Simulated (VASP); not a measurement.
# Cu in VASP: single point with r2SCAN

Aim: the single point of Cu with r2SCAN.

All numbers are computed with VASP 6.6.1; they aren't measurements. Logs are shortened: lines on timing, memory, paths and dates and some standing lists are left out, and cuts for length are marked.

### Step 1. The cell of the first run

The cell holds a slab with vacuum, 6 atoms: a = 2.579 Å, b = 2.579 Å, c = 23.844 Å, α = 90.00°, β = 90.00°, γ = 120.00°.

### Step 2. Single point, r2SCAN (strain +0.030 along x and y, -0.030 along z)

The input, POSCAR:

```
Cu
1.0
    2.5791667219      0.0000000000      0.0000000000
   -1.2895833609      2.2336239018      0.0000000000
    0.0000000000      0.0000000000     23.8443920896
Cu
6
Direct
    0.0000000000      0.0000000000      0.3734320076
    0.6666666667      0.3333333333      0.2894029604
    0.3333333333      0.6666666667      0.4577928645
    0.0000000000      0.0000000000      0.6265679924
    0.6666666667      0.3333333333      0.5422071355
    0.3333333333      0.6666666667      0.7105970396
```

The input, INCAR.step1:

```
PREC = Accurate
ENCUT = 520
ISMEAR = 0
SIGMA = 0.15
LREAL = False
LASPH = True
NELM = 100
NBANDS = 42
GGA = PE
ALGO = Normal
EDIFF = 1E-4
LWAVE = True
LCHARG = False
```

The input, INCAR.step2:

```
PREC = Accurate
ENCUT = 520
EDIFF = 1E-7
ISMEAR = 0
SIGMA = 0.15
LREAL = False
LASPH = True
NELM = 100
ALGO = Normal
ISIF = 2
LWAVE = False
LCHARG = False
METAGGA = R2SCAN
LMIXTAU = True
NBANDS = 42
ISTART = 1
```

The input, KPOINTS:

```
Automatic mesh
0
Gamma
  24 24 2
```

Potentials or basis: VASP PAW PBE potentials, release 64 (Cu).

The run is started by

```sh
> cat potpaw_PBE.64/Cu/POTCAR > POTCAR
> cp INCAR.step1 INCAR
> mpirun -np 1 vasp_std > vasp.out
> cp INCAR.step2 INCAR
> mpirun -np 1 vasp_std > vasp.out
```

OUTCAR:

```text
PREC = Accurate
   ENCUT = 520
   EDIFF = 1E-7
   ISMEAR = 0
   LREAL = False
   LASPH = True
   NELM = 100
   ISIF = 2
   METAGGA = R2SCAN
   ISTART = 1

 ion  position               nearest neighbor table
   1  0.000  0.000  0.373-   2 2.50   2 2.50   2 2.50   3 2.50   3 2.50   3 2.50
   2  0.667  0.333  0.289-   1 2.50   1 2.50   1 2.50
   3  0.333  0.667  0.458-   1 2.50   1 2.50   1 2.50   5 2.50   5 2.50   5 2.50
   4  0.000  0.000  0.627-   6 2.50   6 2.50   6 2.50   5 2.50   5 2.50   5 2.50
   5  0.667  0.333  0.542-   4 2.50   4 2.50   4 2.50   3 2.50   3 2.50   3 2.50
   6  0.333  0.667  0.711-   4 2.50   4 2.50   4 2.50

  LATTYP: Found a hexagonal cell.
 ALAT       =     2.5791667219
 C/A-ratio  =     9.2449983505

  Lattice vectors:

 A1 = (   2.5791667219,   0.0000000000,   0.0000000000)
 A2 = (  -1.2895833609,   2.2336239018,   0.0000000000)
 A3 = (   0.0000000000,   0.0000000000,  23.8443920896)

Analysis of symmetry for initial positions (statically):
=====================================================================
 Subroutine PRICEL returns:
 Original cell was already a primitive cell.

 Routine SETGRP: Setting up the symmetry group for a
 hexagonal supercell.

 Subroutine GETGRP returns: Found 12 space group operations
 (whereof 12 operations were pure point group operations)
 out of a pool of 24 trial point group operations.

The static configuration has the point symmetry D_3d.

Analysis of symmetry for dynamics (positions and initial velocities):
=====================================================================
 Subroutine PRICEL returns:
 Original cell was already a primitive cell.

 Routine SETGRP: Setting up the symmetry group for a
 hexagonal supercell.

 Subroutine GETGRP returns: Found 12 space group operations
 (whereof 12 operations were pure point group operations)
 out of a pool of 24 trial point group operations.

The dynamic configuration has the point symmetry D_3d.

 Subroutine INISYM returns: Found 12 space group operations
 (whereof 12 operations are pure point group operations),
 and found     1 'primitive' translations

----------------------------------------------------------------------------------------

                                     Primitive cell

  volume of cell :     137.3649

  direct lattice vectors                    reciprocal lattice vectors
     2.579166722  0.000000000  0.000000000     0.387722124  0.223851473  0.000000000
    -1.289583361  2.233623902  0.000000000     0.000000000  0.447702946  0.000000000
     0.000000000  0.000000000 23.844392090     0.000000000  0.000000000  0.041938582

  length of vectors
     2.579166722  2.579166722 23.844392090     0.447702946  0.447702946  0.041938582

  position of ions in fractional coordinates (direct lattice)
     0.000000000  0.000000000  0.373432008
     0.666666667  0.333333333  0.289402960
     0.333333333  0.666666667  0.457792864
     0.000000000  0.000000000  0.626567992
     0.666666667  0.333333333  0.542207135
     0.333333333  0.666666667  0.710597040

  ion indices of the primitive-cell ions
   primitive index   ion index
                 1           1
                 2           2
                 3           3
                 4           4
                 5           5
                 6           6

----------------------------------------------------------------------------------------

 KPOINTS: Automatic mesh

Automatic generation of k-mesh.
 Grid dimensions read from file:
 generate k-points for:   24   24    2

 Generating k-lattice:

  Cartesian coordinates                     Fractional coordinates (reciprocal lattice)
     0.016155089  0.009327145  0.000000000     0.041666667 -0.000000000  0.000000000
     0.000000000  0.018654289  0.000000000     0.000000000  0.041666667  0.000000000
     0.000000000  0.000000000  0.020969291     0.000000000  0.000000000  0.500000000

  Length of vectors
     0.018654289  0.018654289  0.020969291

  Shift w.r.t. Gamma in fractional coordinates (k-lattice)
     0.000000000  0.000000000  0.000000000

 Subroutine IBZKPT returns following result:
 ===========================================

 Found    122 irreducible k-points:

 Following reciprocal coordinates:
            Coordinates               Weight
  0.000000  0.000000  0.000000      1.000000
  0.041667  0.000000  0.000000      6.000000
  0.083333  0.000000  0.000000      6.000000
  0.125000 -0.000000  0.000000      6.000000
  0.166667  0.000000  0.000000      6.000000
  0.208333  0.000000  0.000000      6.000000
[... 16 lines left out ...]
  0.416667  0.041667  0.000000     12.000000
  0.458333  0.041667  0.000000     12.000000
 [... further k-points ...]
   k-points           NKPTS =    122   k-points in BZ     NKDIM =    122   number of bands    NBANDS=     42
   number of dos      NEDOS =    301   number of ions     NIONS =      6
   total plane-waves  NPLWV =  72000
   dimension x,y,z NGX =    20 NGY =   20 NGZ =  180
   dimension x,y,z NGXF=    40 NGYF=   40 NGZF=  360
   ions per type =               6
   NGX,Y,Z   is equivalent  to a cutoff of  12.89, 12.89, 12.55 a.u.
   NGXF,Y,Z  is equivalent  to a cutoff of  25.78, 25.78, 25.10 a.u.
 SYSTEM =  unknown system
   PREC   = accura    normal or accurate (medium, high low for compatibility)
   ISTART =      1    job   : 0-new  1-cont  2-samecut
   ICHARG =      0    charge: 1-file 2-atom 10-const
   ISPIN  =      1    spin polarized calculation?
   LNONCOLLINEAR =      F non collinear calculations
   LSORBIT =      F    spin-orbit coupling
   LASPH  =      T    aspherical Exc in radial PAW
   ENCUT  =  520.0 eV  38.22 Ry    6.18 a.u.   4.80  4.80 44.33*2*pi/ulx,y,z
   NELM   =    100;   NELMIN=  2; NELMDL=  0     # of ELM steps
   EDIFF  = 0.1E-06   stopping-criterion for ELM
   LREAL  =      F    real-space projection
   EDIFFG = 0.1E-05   stopping-criterion for IOM
   NSW    =      0    number of steps for IOM
   IBRION =     -1    ionic relax: 0-MD 1-quasi-New 2-CG
   NFREE  =      0    steps in history (QN), initial steepest desc. (CG)
   ISIF   =      2    stress and relaxation
   ISYM   =      2    0-nonsym 1-usesym 2-fastsym
   POTIM  = 0.5000    time-step for ionic-motion
   TEBEG  =    0.0;   TEEND  =   0.0 temperature during run
   PSTRESS=    0.0 pullay stress
   NELECT =      66.0000    total number of electrons
   NUPDOWN=      -1.0000    fix difference up-down
   EMIN   =  10.00;   EMAX   =-10.00  energy-range for DOS
   EFERMI =   0.00;   METHOD = LEGACY
   ISMEAR =     0;   SIGMA  =   0.15  broadening in eV -4-tet -1-fermi 0-gaus
   EFERMI_NEDOS =   21; number of points for ismear=-14 and -15
   IALGO  =     38    algorithm
   IMIX   =      4    mixing-type and parameters
     AMIX     =   0.40;   BMIX     =  1.00
     AMIX_MAG =   1.60;   BMIX_MAG =  1.00
  volume/ion in A,a.u.               =      22.89       154.50
  Fermi-wavevector in a.u.,A,eV,Ry     =   1.282225  2.423054 22.369351  1.644101
  Thomas-Fermi vector in A             =   2.414549
   LORBIT       =      0    0 simple, 1 ext, 2 COOP (PROOUT), +10 PAW based schemes
   METAGGA = R2SCAN    functional components
   LHFCALC =     F    Hartree Fock is set to
   AEXX    =    0.0000 exact exchange contribution
   IVDW    =     0    specifies the selected vdW correction
   LEPSILON=     F    determine dielectric tensor
   LRPA    =     F    only Hartree local field effects (RPA)
 non-spin polarized calculation
 Gauss-broadening in eV      SIGMA  =   0.15
  energy-cutoff  :      520.00
  volume of cell :      137.36
 maximum number of plane-waves:      3728
 NGX is ok and might be reduce to    20
   NGX =  9   NGY =  9   NGZ = 89

 number of electron      65.9999999 magnetization

 Free energy of the ion-electron system (eV)
  ---------------------------------------------------
  ext. energy  EPLUGINS =         0.00000000
  ---------------------------------------------------
  free energy    TOTEN  =       -63.81990624 eV

  energy without entropy =      -63.80165630  energy(sigma->0) =      -63.81078127

 E-fermi :   1.5903     XC(G=0):  -7.7144

 val. band max:        1.5829876619   @ k =   0.4167   0.0833   0.5000
 cond. band min:       1.5992582528   @ k =   0.2500  -0.0000   0.0000
 fundamental gap:      0.0162705908
 Fermi energy:         1.5903025802

 k-point     1 :       0.0000    0.0000    0.0000
  band No.  band energies     occupation
      1      -8.0014      2.00000
      2      -7.2706      2.00000
      3      -6.1611      2.00000
      4      -4.8811      2.00000
      5      -3.9379      2.00000
      6      -3.6947      2.00000
[... 34 lines left out ...]
     41       7.8817      0.00000
     42      10.0131      0.00000

 k-point     2 :       0.0417    0.0000    0.0000
  band No.  band energies     occupation
      1      -7.9444      2.00000
      2      -7.2150      2.00000
      3      -6.1079      2.00000
      4      -4.8320      2.00000
      5      -3.8957      2.00000
      6      -3.6597      2.00000
[... 34 lines left out ...]
     41       7.9211      0.00000
     42      10.0646      0.00000

 k-point     3 :       0.0833    0.0000    0.0000
  band No.  band energies     occupation
      1      -7.7745      2.00000
      2      -7.0494      2.00000
      3      -5.9502      2.00000
      4      -4.6874      2.00000
      5      -3.7726      2.00000
      6      -3.5577      2.00000
[... 34 lines left out ...]
     41       8.0412      0.00000
     42      10.2190      0.00000

 k-point     4 :       0.1250   -0.0000    0.0000
  band No.  band energies     occupation
      1      -7.4945      2.00000
      2      -6.7776      2.00000
      3      -5.6937      2.00000
      4      -4.4567      2.00000
      5      -3.5801      2.00000
      6      -3.3983      2.00000
[... 844 lines left out ...]
     41       9.7701      0.00000
     42      10.6295      0.00000

 k-point    23 :       0.4167    0.0417    0.0000
  band No.  band energies     occupation
      1      -3.7719      2.00000
      2      -3.5309      2.00000
      3      -3.4603      2.00000
      4      -3.2433      2.00000
      5      -2.9995      2.00000
      6      -2.8738      2.00000
[... 34 lines left out ...]
     41       9.5207      0.00000
     42      10.0793      0.00000

 k-point    24 :       0.4583    0.0417    0.0000
  band No.  band energies     occupation
      1      -3.6668      2.00000
      2      -3.5035      2.00000
      3      -3.3322      2.00000
      4      -3.2505      2.00000
      5      -3.0270      2.00000
      6      -2.8699      2.00000
[... 34 lines left out ...]
     41       9.3525      0.00000
     42      10.2016      0.00000

 [... further k-points ...]
[... 5 lines left out ...]
  --------------------------------------------------------------------------------------
  -------------------------------------------------------------------------------------
  Total       -2.8765726     -2.8765726      0.7994220     -0.0000000     -0.0000000     -0.0000000
  in kB      -33.5513658    -33.5513658      9.3241872     -0.0000000     -0.0000000     -0.0000000
  external PRESSURE =     -19.2595148 kB  Pullay stress =       0.0000000 kB

 VOLUME and BASIS-vectors are now :
 -----------------------------------------------------------------------------
  energy-cutoff  :      520.00
  volume of cell :      137.36
      direct lattice vectors                 reciprocal lattice vectors
     2.579166722  0.000000000  0.000000000     0.387722124  0.223851473  0.000000000
    -1.289583361  2.233623902  0.000000000     0.000000000  0.447702946  0.000000000
     0.000000000  0.000000000 23.844392090     0.000000000  0.000000000  0.041938582

 POSITION                                       TOTAL-FORCE (eV/Angst)
 -----------------------------------------------------------------------------------
      0.00000      0.00000      8.90426        -0.000000      0.000000     -0.093733
      1.28958      0.74454      6.90064         0.000000     -0.000000     -0.030708
     -0.00000      1.48908     10.91579        -0.000000      0.000000     -0.002060
      0.00000      0.00000     14.94013         0.000000     -0.000000      0.093733
      1.28958      0.74454     12.92860         0.000000     -0.000000      0.002060
     -0.00000      1.48908     16.94375        -0.000000      0.000000      0.030708
 -----------------------------------------------------------------------------------
    total drift:                                0.000000      0.000000     -0.000000

  FREE ENERGIE OF THE ION-ELECTRON SYSTEM (eV)
  ---------------------------------------------------
  free  energy   TOTEN  =       -63.8199062368 eV

  energy  without entropy=      -63.8016562986  energy(sigma->0) =      -63.81078127
```

Wall time 82 min (1 thread of Oxide Virtual Turin-like, shared host); peak memory 0.58 GiB.

Results:

```yaml
Free_energy: -63.8199 eV
Largest_force: 0.094 eV/Å
Band_gap_on_the_k_mesh: zero (bands 33 and 34 overlap by 4.97 eV)
```

Forces on the atoms (eV/Å):
```
Cu   0.000  0.000 -0.094
Cu   0.000  0.000 -0.031
Cu   0.000  0.000 -0.002
Cu   0.000  0.000  0.094
Cu   0.000  0.000  0.002
Cu   0.000  0.000  0.031
```

Levels at points of the mesh, in eV from the Fermi level:
```
           k point  band 29  band 30  band 31  band 32  band 33  band 34  band 35  band 36  band 37  band 38
(0.00, 0.00, 0.00)    -2.23    -2.02    -2.02    -1.77    -1.77    -1.70    -1.70    -0.71    -0.12     4.56
(0.50, 0.00, 0.00)    -1.47    -1.47    -0.65     0.16     0.75     1.13     1.46     1.60     4.14     4.90
(0.00, 0.00, 0.50)    -2.23    -2.02    -2.02    -1.77    -1.77    -1.70    -1.70    -0.71    -0.12     4.43
(0.50, 0.00, 0.50)    -1.47    -1.47    -0.65     0.16     0.75     1.13     1.46     1.60     4.14     4.90
```

Caveat: the cell differs from its parent crystal (strain +0.030 along x and y, -0.030 along z); there is no dipole correction, which matters where the two faces differ; the PAW data sets were made with another functional, which shifts forces and pressure a little.
